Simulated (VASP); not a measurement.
A run of VASP 6.6.1 is set up as follows.

File INCAR:

```
PREC = Accurate
ENCUT = 520
EDIFF = 1E-7
ISMEAR = -1
SIGMA = 0.05
LREAL = False
LASPH = True
NELM = 80
ALGO = Normal
ISIF = 2
LWAVE = False
LCHARG = False
GGA = PE
NBANDS = 33
```

The input KPOINTS:

```
regular mesh
0
Gamma
  10 10 10
```

File POSCAR:

```
TiO2
1.0
   -1.8763499695      1.8763499695      4.4806689394
    1.8763499695     -1.8763499695      4.4806689394
    1.8763499695      1.8763499695     -4.4806689394
Ti O
2 4
Direct
    0.7500000000      0.2500000000      0.5000000000
    0.0000000000      0.0000000000      0.0000000000
    0.7829194250      0.7829194250      0.0000000000
    0.5329194250      0.0329194250      0.5000000000
    0.9670805750      0.4670805750      0.5000000000
    0.2170805750      0.2170805750      0.0000000000
```

Potentials or basis: VASP PAW PBE potentials, release 64 (Ti_sv, O).

The run is started by

```sh
$ cat potpaw_PBE.64/Ti_sv/POTCAR potpaw_PBE.64/O/POTCAR > POTCAR
$ mpirun -np 1 vasp_std > vasp.out
```

Problem. Estimate the pressure.

Solution. 20.8 GPa.

Problem. What does it give for the band gap on the k mesh?

Solution. 1.93 eV (least direct gap 2.47 eV).

Forces in eV/Å, atoms in the order of the input:
```
Ti   0.000  0.000  0.000
Ti   0.000  0.000  0.000
O    0.000  0.000 -0.034
O    0.000  0.000 -0.034
O    0.000  0.000  0.034
O    0.000  0.000  0.034
```

Caveat: the cell stands under pressure. A k mesh can miss the band edges.
